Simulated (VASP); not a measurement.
# TiC (Fm-3m) in VASP: a series of runs, part 2 of 2

VASP 6.6.1. Earlier steps stand in the parts before.

### Step 3. Single point, PBEsol (9.73 Å³/atom)

This run uses another cell than the first one, of 9.73 Å³/atom.

The input, INCAR:

```
PREC     = Accurate       # precision mode
ENCUT    = 520            # plane-wave cutoff, eV
EDIFF    = 1E-6           # SCF threshold, eV
ISMEAR   = -1             # smearing method
SIGMA    = 0.03           # smearing width, eV
LREAL    = F              # projectors in reciprocal space
LASPH    = T              # aspherical terms in the spheres
NELM     = 100            # most SCF steps
ALGO     = Normal         # electronic algorithm
ISIF     = 2              # what is computed and relaxed
LWAVE    = F              # write WAVECAR
LCHARG   = F              # write CHGCAR
GGA      = PS             # functional
NBANDS   = 15             # bands
```

The input, KPOINTS:

```
regular mesh
0
Gamma
  14 14 14
```

The input, POSCAR:

```
TiC
1.0
    0.0000000000      2.1347531715      2.1347531715
    2.1347531715      0.0000000000      2.1347531715
    2.1347531715      2.1347531715      0.0000000000
Ti C
1 1
Direct
    0.0000000000      0.0000000000      0.0000000000
    0.5000000000      0.5000000000      0.5000000000
```

Potentials or basis: VASP PAW PBE potentials, release 64 (Ti_sv, C).

On the command line:

```
> cat potpaw_PBE.64/Ti_sv/POTCAR potpaw_PBE.64/C/POTCAR > POTCAR
> mpirun -np 1 vasp_std > vasp.out
```

OUTCAR:

```text
PREC = Accurate
   ENCUT = 520
   EDIFF = 1E-6
   ISMEAR = -1
   LREAL = F
   LASPH = T
   NELM = 100
   ISIF = 2
   GGA = PS

 ion  position               nearest neighbor table
   1  0.000  0.000  0.000-   2 2.13   2 2.13   2 2.13   2 2.13   2 2.13   2 2.13
   2  0.500  0.500  0.500-   1 2.13   1 2.13   1 2.13   1 2.13   1 2.13   1 2.13

  LATTYP: Found a face centered cubic cell.
 ALAT       =     4.2695063430

  Lattice vectors:

 A1 = (   0.0000000000,   2.1347531715,   2.1347531715)
 A2 = (   2.1347531715,   0.0000000000,   2.1347531715)
 A3 = (   2.1347531715,   2.1347531715,   0.0000000000)

Analysis of symmetry for initial positions (statically):
=====================================================================
 Subroutine PRICEL returns:
 Original cell was already a primitive cell.

 Routine SETGRP: Setting up the symmetry group for a
 face centered cubic supercell.

 Subroutine GETGRP returns: Found 48 space group operations
 (whereof 48 operations were pure point group operations)
 out of a pool of 48 trial point group operations.

The static configuration has the point symmetry O_h .

Analysis of symmetry for dynamics (positions and initial velocities):
=====================================================================
 Subroutine PRICEL returns:
 Original cell was already a primitive cell.

 Routine SETGRP: Setting up the symmetry group for a
 face centered cubic supercell.

 Subroutine GETGRP returns: Found 48 space group operations
 (whereof 48 operations were pure point group operations)
 out of a pool of 48 trial point group operations.

The dynamic configuration has the point symmetry O_h .

 Subroutine INISYM returns: Found 48 space group operations
 (whereof 48 operations are pure point group operations),
 and found     1 'primitive' translations

----------------------------------------------------------------------------------------

                                     Primitive cell

  volume of cell :      19.4569

  direct lattice vectors                    reciprocal lattice vectors
     0.000000000  2.134753171  2.134753171    -0.234219116  0.234219116  0.234219116
     2.134753171  0.000000000  2.134753171     0.234219116 -0.234219116  0.234219116
     2.134753171  2.134753171  0.000000000     0.234219116  0.234219116 -0.234219116

  length of vectors
     3.018996887  3.018996887  3.018996887     0.405679408  0.405679408  0.405679408

  position of ions in fractional coordinates (direct lattice)
     0.000000000  0.000000000  0.000000000
     0.500000000  0.500000000  0.500000000

  ion indices of the primitive-cell ions
   primitive index   ion index
                 1           1
                 2           2

----------------------------------------------------------------------------------------

 KPOINTS: regular mesh

Automatic generation of k-mesh.
 Grid dimensions read from file:
 generate k-points for:   14   14   14

 Generating k-lattice:

  Cartesian coordinates                     Fractional coordinates (reciprocal lattice)
    -0.016729937  0.016729937  0.016729937     0.071428571  0.000000000  0.000000000
     0.016729937 -0.016729937  0.016729937     0.000000000  0.071428571  0.000000000
     0.016729937  0.016729937 -0.016729937     0.000000000  0.000000000  0.071428571

  Length of vectors
     0.028977101  0.028977101  0.028977101

  Shift w.r.t. Gamma in fractional coordinates (k-lattice)
     0.000000000  0.000000000  0.000000000

 Subroutine IBZKPT returns following result:
 ===========================================

 Found    104 irreducible k-points:

 Following reciprocal coordinates:
            Coordinates               Weight
  0.000000  0.000000  0.000000      1.000000
  0.071429  0.000000  0.000000      8.000000
  0.142857  0.000000  0.000000      8.000000
  0.214286  0.000000  0.000000      8.000000
  0.285714  0.000000  0.000000      8.000000
  0.357143  0.000000  0.000000      8.000000
[... 16 lines left out ...]
  0.214286  0.142857  0.000000     24.000000
  0.285714  0.142857  0.000000     24.000000
 [... further k-points ...]
   k-points           NKPTS =    104   k-points in BZ     NKDIM =    104   number of bands    NBANDS=     15
   number of dos      NEDOS =    301   number of ions     NIONS =      2
   total plane-waves  NPLWV =  13824
   dimension x,y,z NGX =    24 NGY =   24 NGZ =   24
   dimension x,y,z NGXF=    48 NGYF=   48 NGZF=   48
   ions per type =               1   1
   NGX,Y,Z   is equivalent  to a cutoff of  13.22, 13.22, 13.22 a.u.
   NGXF,Y,Z  is equivalent  to a cutoff of  26.43, 26.43, 26.43 a.u.
 SYSTEM =  unknown system
   PREC   = accura    normal or accurate (medium, high low for compatibility)
   ISTART =      0    job   : 0-new  1-cont  2-samecut
   ICHARG =      2    charge: 1-file 2-atom 10-const
   ISPIN  =      1    spin polarized calculation?
   LNONCOLLINEAR =      F non collinear calculations
   LSORBIT =      F    spin-orbit coupling
   LASPH  =      T    aspherical Exc in radial PAW
   ENCUT  =  520.0 eV  38.22 Ry    6.18 a.u.   5.61  5.61  5.61*2*pi/ulx,y,z
   NELM   =    100;   NELMIN=  2; NELMDL= -5     # of ELM steps
   EDIFF  = 0.1E-05   stopping-criterion for ELM
   LREAL  =      F    real-space projection
[... 7 lines left out ...]
   TEBEG  =    0.0;   TEEND  =   0.0 temperature during run
   PSTRESS=    0.0 pullay stress
   NELECT =      16.0000    total number of electrons
   NUPDOWN=      -1.0000    fix difference up-down
   EMIN   =  10.00;   EMAX   =-10.00  energy-range for DOS
   EFERMI =   0.00;   METHOD = LEGACY
   ISMEAR =    -1;   SIGMA  =   0.03  broadening in eV -4-tet -1-fermi 0-gaus
   EFERMI_NEDOS =   21; number of points for ismear=-14 and -15
   IALGO  =     38    algorithm
   IMIX   =      4    mixing-type and parameters
     AMIX     =   0.40;   BMIX     =  1.00
     AMIX_MAG =   1.60;   BMIX_MAG =  1.00
  volume/ion in A,a.u.               =       9.73        65.65
  Fermi-wavevector in a.u.,A,eV,Ry     =   1.533759  2.898384 32.006577  2.352417
  Thomas-Fermi vector in A             =   2.640782
   LORBIT       =      0    0 simple, 1 ext, 2 COOP (PROOUT), +10 PAW based schemes
   GGA     = PS    functional components
   LHFCALC =     F    Hartree Fock is set to
   AEXX    =    0.0000 exact exchange contribution
   IVDW    =     0    specifies the selected vdW correction
   LEPSILON=     F    determine dielectric tensor
   LRPA    =     F    only Hartree local field effects (RPA)
 non-spin polarized calculation
  energy-cutoff  :      520.00
  volume of cell :       19.46
 maximum number of plane-waves:       544
   NGX = 11   NGY = 11   NGZ = 11

 number of electron      16.0000004 magnetization

 Free energy of the ion-electron system (eV)
  ---------------------------------------------------
  ext. energy  EPLUGINS =         0.00000000
  ---------------------------------------------------
  free energy    TOTEN  =       -19.79699806 eV

  energy without entropy =      -19.79607485  energy(sigma->0) =      -19.79653646

 E-fermi :   9.8167     XC(G=0): -13.0854

 val. band max:        9.8088126696   @ k =   0.3571   0.2857   0.0000
 cond. band min:       9.8327234837   @ k =   0.5000   0.5000   0.0000
 fundamental gap:      0.0239108141
 Fermi energy:         9.8167042820

 k-point     1 :       0.0000    0.0000    0.0000
  band No.  band energies     occupation
      1     -46.3873      2.00000
      2     -22.4891      2.00000
      3     -22.4891      2.00000
      4     -22.4891      2.00000
      5      -2.7509      2.00000
      6      10.4942      0.00000
      7      10.4942      0.00000
      8      10.4942      0.00000
      9      11.5778      0.00000
     10      11.5778      0.00000
     11      11.5778      0.00000
     12      11.6358      0.00000
     13      11.6358      0.00000
     14      20.9415      0.00000
     15      23.9151      0.00000
[... 397 lines left out ...]
 k-point    24 :       0.2857    0.1429    0.0000
  band No.  band energies     occupation
      1     -46.3333      2.00000
      2     -22.7827      2.00000
      3     -22.5610      2.00000
      4     -22.5509      2.00000
      5      -1.2145      2.00000
      6       6.5323      2.00000
      7       8.0805      2.00000
      8       8.6579      2.00000
      9      10.6421      0.00000
     10      12.2417      0.00000
     11      13.4180      0.00000
     12      14.5944      0.00000
     13      16.5829      0.00000
     14      22.4221      0.00000
     15      24.5054      0.00000

 [... further k-points ...]

------------------------ aborting loop because EDIFF is reached ----------------------------------------

  FORCE on cell =-STRESS in cart. coord.  units (eV):
  Direction    XX          YY          ZZ          XY          YZ          ZX
  --------------------------------------------------------------------------------------
  -------------------------------------------------------------------------------------
  Total        0.5752435      0.5752435      0.5752435     -0.0000000      0.0000000     -0.0000000
  in kB       47.3684603     47.3684603     47.3684603     -0.0000000      0.0000000     -0.0000000
  external PRESSURE =      47.3684603 kB  Pullay stress =       0.0000000 kB

 VOLUME and BASIS-vectors are now :
 -----------------------------------------------------------------------------
  energy-cutoff  :      520.00
  volume of cell :       19.46
      direct lattice vectors                 reciprocal lattice vectors
     0.000000000  2.134753171  2.134753171    -0.234219116  0.234219116  0.234219116
     2.134753171  0.000000000  2.134753171     0.234219116 -0.234219116  0.234219116
     2.134753171  2.134753171  0.000000000     0.234219116  0.234219116 -0.234219116

 POSITION                                       TOTAL-FORCE (eV/Angst)
 -----------------------------------------------------------------------------------
      0.00000      0.00000      0.00000         0.000000     -0.000000      0.000000
      2.13475      2.13475      2.13475         0.000000      0.000000      0.000000
 -----------------------------------------------------------------------------------
    total drift:                                0.000000     -0.000000     -0.000000

  FREE ENERGIE OF THE ION-ELECTRON SYSTEM (eV)
  ---------------------------------------------------
  free  energy   TOTEN  =       -19.7969980599 eV

  energy  without entropy=      -19.7960748548  energy(sigma->0) =      -19.79653646
```

Wall time 37 s (1 thread of AMD EPYC 7R13, shared host); peak memory 0.13 GiB.

Results:

```
Free energy            : -19.7970 eV
Pressure               : 4.7 GPa
Band gap on the k mesh : zero (bands 8 and 9 overlap by 1.09 eV)
```

Levels at points of the mesh, in eV from the Fermi level:
```
           k point  band 5  band 6  band 7  band 8  band 9  band 10  band 11  band 12
(0.00, 0.00, 0.00)  -12.57    0.68    0.68    0.68    1.76     1.76     1.76     1.82
(0.50, 0.00, 0.00)   -8.83   -6.07   -3.04   -3.04    3.09     3.09     4.36     8.40
(0.50, 0.50, 0.00)  -10.23   -3.47   -1.81    0.02    0.02     2.90     3.74     3.74
```

Caveat: the cell stands under pressure; the PAW data sets were made with another functional, which shifts forces and pressure a little.

### Step 4. Single point, PBEsol (9.93 Å³/atom)

This run uses another cell than the first one, of 9.93 Å³/atom.

The input, INCAR:

```
SYSTEM = TiC
PREC = Accurate
ENCUT = 520
EDIFF = 1E-7
ISMEAR = -1
SIGMA = 0.03
LREAL = .FALSE.
LASPH = .TRUE.
NELM = 100
ALGO = Normal
ISIF = 2
LWAVE = .FALSE.
LCHARG = .FALSE.
GGA = PS
NBANDS = 15
```

The input, KPOINTS:

```
regular mesh
0
G
  14 14 14
  0 0 0
```

The input, POSCAR:

```
TiC
1.0
    0.0000000000      2.1494760724      2.1494760724
    2.1494760724      0.0000000000      2.1494760724
    2.1494760724      2.1494760724      0.0000000000
Ti C
1 1
Direct
    0.0000000000      0.0000000000      0.0000000000
    0.5000000000      0.5000000000      0.5000000000
```

Potentials or basis: VASP PAW PBE potentials, release 64 (Ti_sv, C).

On the command line:

```
> cat potpaw_PBE.64/Ti_sv/POTCAR potpaw_PBE.64/C/POTCAR > POTCAR
> mpirun -np 1 vasp_std > vasp.out
```

OUTCAR:

```text
SYSTEM = TiC
   PREC = Accurate
   ENCUT = 520
   EDIFF = 1E-7
   ISMEAR = -1
   LREAL = .FALSE.
   LASPH = .TRUE.
   NELM = 100
   ISIF = 2
   GGA = PS

 ion  position               nearest neighbor table
   1  0.000  0.000  0.000-   2 2.15   2 2.15   2 2.15   2 2.15   2 2.15   2 2.15
   2  0.500  0.500  0.500-   1 2.15   1 2.15   1 2.15   1 2.15   1 2.15   1 2.15

  LATTYP: Found a face centered cubic cell.
 ALAT       =     4.2989521448

  Lattice vectors:

 A1 = (   0.0000000000,   2.1494760724,   2.1494760724)
 A2 = (   2.1494760724,   0.0000000000,   2.1494760724)
 A3 = (   2.1494760724,   2.1494760724,   0.0000000000)

Analysis of symmetry for initial positions (statically):
=====================================================================
 Subroutine PRICEL returns:
 Original cell was already a primitive cell.

 Routine SETGRP: Setting up the symmetry group for a
 face centered cubic supercell.

 Subroutine GETGRP returns: Found 48 space group operations
 (whereof 48 operations were pure point group operations)
 out of a pool of 48 trial point group operations.

The static configuration has the point symmetry O_h .

[... 173 lines left out ...]
      6      10.2400      0.00000
      7      10.2400      0.00000
      8      10.2400      0.00000
      9      11.3030      0.00000
     10      11.3030      0.00000
     11      11.3030      0.00000
     12      11.3431      0.00000
     13      11.3431      0.00000
     14      20.3814      0.00000
[... 401 lines left out ...]
      2     -23.0816      2.00000
      3     -22.8766      2.00000
      4     -22.8673      2.00000
      5      -1.4034      2.00000
      6       6.3420      2.00000
      7       7.8706      2.00000
      8       8.4348      2.00000
      9      10.3830      0.00000
     10      11.9320      0.00000
     11      13.0795      0.00000
     12      14.2342      0.00000
     13      16.1610      0.00000
     14      21.9307      0.00000
     15      24.0387      0.00000

 [... further k-points ...]

------------------------ aborting loop because EDIFF is reached ----------------------------------------

  FORCE on cell =-STRESS in cart. coord.  units (eV):
  Direction    XX          YY          ZZ          XY          YZ          ZX
  --------------------------------------------------------------------------------------
  -------------------------------------------------------------------------------------
  Total       -0.0994112     -0.0994112     -0.0994112      0.0000000     -0.0000000      0.0000000
  in kB       -8.0189587     -8.0189587     -8.0189587      0.0000000     -0.0000000      0.0000000
  external PRESSURE =      -8.0189587 kB  Pullay stress =       0.0000000 kB

 VOLUME and BASIS-vectors are now :
 -----------------------------------------------------------------------------
  energy-cutoff  :      520.00
  volume of cell :       19.86
      direct lattice vectors                 reciprocal lattice vectors
     0.000000000  2.149476072  2.149476072    -0.232614825  0.232614825  0.232614825
     2.149476072  0.000000000  2.149476072     0.232614825 -0.232614825  0.232614825
     2.149476072  2.149476072  0.000000000     0.232614825  0.232614825 -0.232614825

 POSITION                                       TOTAL-FORCE (eV/Angst)
 -----------------------------------------------------------------------------------
      0.00000      0.00000      0.00000         0.000000      0.000000     -0.000000
      2.14948      2.14948      2.14948         0.000000      0.000000      0.000000
 -----------------------------------------------------------------------------------
    total drift:                                0.000000     -0.000000     -0.000000

  FREE ENERGIE OF THE ION-ELECTRON SYSTEM (eV)
  ---------------------------------------------------
  free  energy   TOTEN  =       -19.8021996921 eV

  energy  without entropy=      -19.8012675980  energy(sigma->0) =      -19.80173365
```

OSZICAR:

```text
N       E                     dE             d eps       ncg     rms          rms(c)
DAV:   1     0.117195119018E+03    0.11720E+03   -0.80646E+03  3127   0.129E+03
DAV:   2    -0.178123176014E+02   -0.13501E+03   -0.12651E+03  3302   0.336E+02
DAV:   3    -0.249359463994E+02   -0.71236E+01   -0.70187E+01  4081   0.767E+01
DAV:   4    -0.251657788892E+02   -0.22983E+00   -0.22965E+00  3891   0.125E+01
DAV:   5    -0.251709243347E+02   -0.51454E-02   -0.51450E-02  4028   0.164E+00    0.189E+01
DAV:   6    -0.203394510789E+02    0.48315E+01   -0.11005E+01  4424   0.561E+01    0.658E+00
DAV:   7    -0.198397851233E+02    0.49967E+00   -0.18652E+00  3675   0.193E+01    0.515E+00
DAV:   8    -0.198063801885E+02    0.33405E-01   -0.11448E-01  3592   0.410E+00    0.280E+00
DAV:   9    -0.198067787225E+02   -0.39853E-03   -0.76068E-02  4063   0.326E+00    0.924E-01
DAV:  10    -0.198036930896E+02    0.30856E-02   -0.98175E-03  4060   0.150E+00    0.596E-01
DAV:  11    -0.198022340141E+02    0.14591E-02   -0.29002E-03  3596   0.747E-01    0.872E-02
DAV:  12    -0.198022039452E+02    0.30069E-04   -0.24654E-04  3526   0.169E-01    0.380E-02
DAV:  13    -0.198021999240E+02    0.40211E-05   -0.14228E-05  3988   0.343E-02    0.470E-03
DAV:  14    -0.198021998027E+02    0.12130E-06   -0.46119E-07  3816   0.772E-03    0.398E-03
DAV:  15    -0.198021996584E+02    0.14429E-06   -0.17433E-07  3869   0.311E-03    0.857E-04
DAV:  16    -0.198021996921E+02   -0.33647E-07   -0.13646E-08  1924   0.151E-03
   1 F= -.19802200E+02 E0= -.19801734E+02  d E =-.932094E-03
```

Wall time 48 s (1 thread of AMD EPYC 7R13, shared host); peak memory 0.13 GiB.

What came out:

| Item | Value |
| --- | --- |
| Free energy | -19.8022 eV |
| Pressure | -0.8 GPa |
| Band gap on the k mesh | zero (bands 8 and 9 overlap by 1.08 eV) |

Levels at points of the mesh, in eV from the Fermi level:
| k point | band 4 | band 5 | band 6 | band 7 | band 8 | band 9 | band 10 | band 11 | band 12 | band 13 |
| --- | --- | --- | --- | --- | --- | --- | --- | --- | --- | --- |
| (0.00, 0.00, 0.00) | -32.37 | -12.47 | 0.67 | 0.67 | 0.67 | 1.74 | 1.74 | 1.74 | 1.78 | 1.78 |
| (0.50, 0.00, 0.00) | -32.43 | -8.83 | -5.97 | -2.96 | -2.96 | 3.01 | 3.01 | 4.24 | 8.29 | 8.44 |
| (0.50, 0.50, 0.00) | -32.56 | -10.14 | -3.45 | -1.74 | 0.00 | 0.00 | 2.82 | 3.64 | 3.64 | 6.08 |

Caveat: the PAW data sets were made with another functional, which shifts forces and pressure a little.

### Step 5. The runs side by side

```csv
cell,gap on the mesh (eV),pressure (GPa)
"a = 2.998 Å, angles 60.0°, 2 atoms",none,10.9
"a = 3.019 Å, angles 60.0°, 2 atoms",none,4.7
"a = 3.040 Å, angles 60.0°, 2 atoms",none,-0.8
```

Alike in all rows: task single point; level PBEsol; potentials or basis VASP PAW PBE potentials, release 64 (Ti_sv, C); no spin polarisation; k mesh 14 × 14 × 14; cutoff (eV) 520; smearing fermi-dirac 0.03 eV.

Caveats: the PAW data sets were made with another functional, which shifts forces and pressure a little; the cell stands under pressure (at least some runs).

Absolute energies hang on the potentials; compare differences alone.
